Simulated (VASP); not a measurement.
# Pb (R-3m) in VASP: a series of runs

Pb is run at these levels: PBE; tasks: single point, relaxation of cell and atoms.

Everything below comes from runs of VASP 6.6.1. Logs are shortened: lines on timing, memory, paths and dates and some standing lists are left out, and cuts for length are marked.

### Step 1. The cell of the first run

The structure is trigonal, space group R-3m (No. 166). The conventional cell has a = 4.950 Å, b = 4.950 Å, c = 4.825 Å, α = 90.00°, β = 90.00°, γ = 120.00°. Pb (site symmetry -3m) has 12 Pb at 3.28 to 4.30 Å within 4.4 Å.

### Step 2. Single point, PBE

Contents of INCAR:

```
SYSTEM = Pb
PREC = Accurate ; ENCUT = 520
EDIFF = 1E-7 ; ISMEAR = 0
SIGMA = 0.1 ; LREAL = .FALSE.
LASPH = .TRUE. ; NELM = 80
ALGO = Fast ; ISIF = 2
LWAVE = .FALSE. ; LCHARG = .FALSE.
GGA = PE ; NBANDS = 13
```

Contents of KPOINTS:

```
regular mesh
0
G
  18 18 18
  0 0 0
```

Contents of POSCAR:

```
Pb
1.0
    2.4751015413      1.4290005411      1.6083431714
   -2.4751015413      1.4290005411      1.6083431714
    0.0000000000     -2.8580010823      1.6083431714
Pb
1
Direct
    0.0000000000      0.0000000000      0.0000000000
```

Potentials or basis: VASP PAW PBE potentials, release 64 (Pb_d).

The run is started by

```bash
$ cat potpaw_PBE.64/Pb_d/POTCAR > POTCAR
$ mpirun -np 1 vasp_std > vasp.out
```

OUTCAR:

```text
SYSTEM = Pb
   PREC = Accurate
   ENCUT = 520
   EDIFF = 1E-7
   ISMEAR = 0
   LREAL = .FALSE.
   LASPH = .TRUE.
   NELM = 80
   ISIF = 2
   GGA = PE

 ion  position               nearest neighbor table
   1  0.000  0.000  0.000-

  LATTYP: Found a trigonal (rhomboedric) cell.
 ALAT       =     3.2794722050
 COS(alpha) =    -0.1392213832

  Lattice vectors:

 A1 = (   2.4751015413,   1.4290005411,   1.6083431714)
 A2 = (  -2.4751015413,   1.4290005411,   1.6083431714)
 A3 = (   0.0000000000,  -2.8580010823,   1.6083431714)

Analysis of symmetry for initial positions (statically):
=====================================================================
 Subroutine PRICEL returns:
 Original cell was already a primitive cell.

 Routine SETGRP: Setting up the symmetry group for a
 trigonal (rhombohedral) supercell.

 Subroutine GETGRP returns: Found 12 space group operations
 (whereof 12 operations were pure point group operations)
 out of a pool of 12 trial point group operations.

The static configuration has the point symmetry D_3d.

Analysis of symmetry for dynamics (positions and initial velocities):
=====================================================================
 Subroutine PRICEL returns:
 Original cell was already a primitive cell.

 Routine SETGRP: Setting up the symmetry group for a
 trigonal (rhombohedral) supercell.

 Subroutine GETGRP returns: Found 12 space group operations
 (whereof 12 operations were pure point group operations)
 out of a pool of 12 trial point group operations.

The dynamic configuration has the point symmetry D_3d.

 Subroutine INISYM returns: Found 12 space group operations
 (whereof 12 operations are pure point group operations),
 and found     1 'primitive' translations

----------------------------------------------------------------------------------------

                                     Primitive cell

  volume of cell :      34.1315

  direct lattice vectors                    reciprocal lattice vectors
     2.475101541  1.429000541  1.608343171     0.202011914  0.116631633  0.207252618
    -2.475101541  1.429000541  1.608343171    -0.202011914  0.116631633  0.207252618
     0.000000000 -2.858001082  1.608343171     0.000000000 -0.233263266  0.207252618

  length of vectors
     3.279472205  3.279472205  3.279472205     0.312034291  0.312034291  0.312034291

  position of ions in fractional coordinates (direct lattice)
     0.000000000  0.000000000  0.000000000

  ion indices of the primitive-cell ions
   primitive index   ion index
[... 83 lines left out ...]
   PSTRESS=    0.0 pullay stress
   NELECT =      14.0000    total number of electrons
   NUPDOWN=      -1.0000    fix difference up-down
   EMIN   =  10.00;   EMAX   =-10.00  energy-range for DOS
   EFERMI =   0.00;   METHOD = LEGACY
   ISMEAR =     0;   SIGMA  =   0.10  broadening in eV -4-tet -1-fermi 0-gaus
   EFERMI_NEDOS =   21; number of points for ismear=-14 and -15
   IALGO  =     68    algorithm
   IMIX   =      4    mixing-type and parameters
     AMIX     =   0.40;   BMIX     =  1.00
     AMIX_MAG =   1.60;   BMIX_MAG =  1.00
  volume/ion in A,a.u.               =      34.13       230.33
  Fermi-wavevector in a.u.,A,eV,Ry     =   1.216370  2.298606 20.130583  1.479556
  Thomas-Fermi vector in A             =   2.351726
   LORBIT       =      0    0 simple, 1 ext, 2 COOP (PROOUT), +10 PAW based schemes
   GGA     = PE    functional components
   LHFCALC =     F    Hartree Fock is set to
   AEXX    =    0.0000 exact exchange contribution
   IVDW    =     0    specifies the selected vdW correction
   LEPSILON=     F    determine dielectric tensor
   LRPA    =     F    only Hartree local field effects (RPA)
 non-spin polarized calculation
 RMM-DIIS sequential band-by-band and
 Gauss-broadening in eV      SIGMA  =   0.10
  energy-cutoff  :      520.00
  volume of cell :       34.13
 maximum number of plane-waves:       933
   NGX = 13   NGY = 13   NGZ = 13

 number of electron      14.0000012 magnetization

 Free energy of the ion-electron system (eV)
  ---------------------------------------------------
  ext. energy  EPLUGINS =         0.00000000
  ---------------------------------------------------
  free energy    TOTEN  =        -3.37290627 eV

  energy without entropy =       -3.36951903  energy(sigma->0) =       -3.37121265

 E-fermi :   5.8841     XC(G=0):  -9.5497

 val. band max:        5.8816924860   @ k =  -0.3889  -0.4444   0.2778
 cond. band min:       5.8957483979   @ k =   0.2222   0.1111   0.1111
 fundamental gap:      0.0140559118
 Fermi energy:         5.8841064603

 k-point     1 :       0.0000    0.0000    0.0000
  band No.  band energies     occupation
      1     -11.3253      2.00000
      2     -11.3253      2.00000
      3     -10.8849      2.00000
      4     -10.8311      2.00000
      5     -10.8311      2.00000
      6      -5.2665      2.00000
      7      10.4326      0.00000
      8      11.2513      0.00000
      9      11.2513      0.00000
     10      13.7972      0.00000
     11      15.3754      0.00000
     12      15.3754      0.00000
     13      21.0399      0.00000
[... 354 lines left out ...]
  band No.  band energies     occupation
      1     -11.3088      2.00000
      2     -11.1730      2.00000
      3     -10.9190      2.00000
      4     -10.8832      2.00000
      5     -10.8433      2.00000
      6      -4.5811      2.00000
      7       6.4736      0.00000
      8      11.2728      0.00000
      9      11.7215      0.00000
     10      14.9990      0.00000
     11      15.8878      0.00000
     12      17.6442      0.00000
     13      18.7699      0.00000

 [... further k-points ...]

------------------------ aborting loop because EDIFF is reached ----------------------------------------

  FORCE on cell =-STRESS in cart. coord.  units (eV):
  Direction    XX          YY          ZZ          XY          YZ          ZX
  --------------------------------------------------------------------------------------
  -------------------------------------------------------------------------------------
  Total       -0.0156331     -0.0156331     -0.0072410      0.0000000      0.0000000      0.0000000
  in kB       -0.7338371     -0.7338371     -0.3399026      0.0000000      0.0000000      0.0000000
  external PRESSURE =      -0.6025256 kB  Pullay stress =       0.0000000 kB

 VOLUME and BASIS-vectors are now :
 -----------------------------------------------------------------------------
  energy-cutoff  :      520.00
  volume of cell :       34.13
      direct lattice vectors                 reciprocal lattice vectors
     2.475101541  1.429000541  1.608343171     0.202011914  0.116631633  0.207252618
    -2.475101541  1.429000541  1.608343171    -0.202011914  0.116631633  0.207252618
     0.000000000 -2.858001082  1.608343171     0.000000000 -0.233263266  0.207252618

 POSITION                                       TOTAL-FORCE (eV/Angst)
 -----------------------------------------------------------------------------------
      0.00000      0.00000      0.00000         0.000000      0.000000      0.000000
 -----------------------------------------------------------------------------------
    total drift:                                0.000000     -0.000000      0.000000

  FREE ENERGIE OF THE ION-ELECTRON SYSTEM (eV)
  ---------------------------------------------------
  free  energy   TOTEN  =        -3.3729062680 eV

  energy  without entropy=       -3.3695190266  energy(sigma->0) =       -3.37121265
```

stdout:

```text
POSCAR found type information on POSCAR Pb
 POSCAR found :  1 types and       1 ions
 scaLAPACK will be used
 LDA part: xc-table for (Slater+PW92), standard interpolation
 POSCAR, INCAR and KPOINTS ok, starting setup
 FFT: planning ... GRIDC
 FFT: planning ... GRID_SOFT
 FFT: planning ... GRID
 WAVECAR not read
 entering main loop
WARNING in EDDRMM: call to ZHEGV failed, returncode =   6  3     13
WARNING in EDDRMM: call to ZHEGV failed, returncode =   8  4     13
WARNING in EDDRMM: call to ZHEGV failed, returncode =   6  3     12
WARNING in EDDRMM: call to ZHEGV failed, returncode =   6  3     13
WARNING in EDDRMM: call to ZHEGV failed, returncode =   8  4     13
```

Wall time 1.8 min (1 thread of Intel Xeon Platinum 8259CL at 2.50GHz (Skylake/Cascade Lake), shared host); peak memory 0.32 GiB.

Results:

```yaml
Free_energy: -3.3729 eV
Pressure: -0.1 GPa
Band_gap_on_the_k_mesh: zero (bands 7 and 8 overlap by 5.75 eV)
```

Levels at points of the mesh, in eV from the Fermi level:
```csv
k point,band 4,band 5,band 6,band 7,band 8,band 9,band 10,band 11
"(0.00, 0.00, 0.00)",-16.72,-16.72,-11.15,4.55,5.37,5.37,7.91,9.49
"(0.50, 0.00, 0.00)",-16.77,-16.72,-8.76,-3.89,5.99,6.58,10.00,10.71
"(0.50, 0.50, 0.00)",-16.81,-16.56,-6.68,-2.58,-0.71,3.77,8.12,12.33
"(0.50, 0.50, 0.50)",-16.55,-16.55,-4.63,-0.43,-0.43,1.37,5.43,5.43
```

Caveat: spin-orbit coupling is left out, which moves the levels of the heavy elements.

### Step 3. Relaxation of cell and atoms, PBE

Contents of INCAR:

```
  ALGO = Fast
  EDIFF = 1E-6
  EDIFFG = -0.01
  ENCUT = 600
  GGA = PE
  IBRION = 2
  ISIF = 3
  ISMEAR = 0
  LASPH = True
  LCHARG = False
  LREAL = False
  LWAVE = False
  NELM = 80
  NSW = 100
  PREC = Accurate
  SIGMA = 0.1
```

Contents of KPOINTS:

```
k-points
0
Gamma
  18 18 18
```

Contents of POSCAR:

```
Pb
1.0
    2.4770853293      1.4301458817      1.6083810661
   -2.4770853293      1.4301458817      1.6083810661
    0.0000000000     -2.8602917634      1.6083810661
Pb
1
Direct
    0.0000000000      0.0000000000      0.0000000000
```

Potentials or basis: VASP PAW PBE potentials, release 64 (Pb_d).

The run is started by

```bash
$ cat potpaw_PBE.64/Pb_d/POTCAR > POTCAR
$ mpirun -np 1 vasp_std > vasp.out
```

Run time: 4.2 min. Hardware: 1 thread of Intel Xeon Platinum 8259CL at 2.50GHz (Skylake/Cascade Lake), shared host; peak memory 0.38 GiB.

Results (log left out):

- Free energy: -3.3729 eV
- Relaxed volume: 34.15 Å³/atom
- Relaxed cell: a = 3.280 Å, b = 3.280 Å, c = 3.280 Å, α = 98.02°, β = 98.02°, γ = 98.02°
- Space group after relaxing (to 0.1 Å): R-3m (No. 166)
- Energy gained by relaxing: 0.0 meV/atom
- Ionic steps: 2
- Pressure after relaxing: 0.0 GPa
- Band gap on the k mesh: zero (bands 7 and 8 overlap by 5.74 eV)

Final structure:
```
Pb
1.0
     2.47586    1.42944    1.60820
    -2.47586    1.42944    1.60820
     0.00000   -2.85888    1.60820
Pb
1
Direct
  0.00000 0.00000 0.00000
```

Levels at points of the mesh, in eV from the Fermi level:
```
           k point  band 3  band 4  band 5  band 6  band 7  band 8  band 9  band 10  band 11
(0.00, 0.00, 0.00)  -16.77  -16.72  -16.72  -11.15    4.55    5.37    5.37     7.91     9.49
(0.50, 0.00, 0.00)  -16.83  -16.77  -16.72   -8.76   -3.89    5.98    6.57     9.99    10.70
(0.50, 0.50, 0.00)  -16.84  -16.81  -16.56   -6.69   -2.58   -0.71    3.77     8.11    12.33
(0.50, 0.50, 0.50)  -16.97  -16.55  -16.55   -4.64   -0.43   -0.43    1.37     5.43     5.43
```

Caveat: spin-orbit coupling is left out, which moves the levels of the heavy elements.
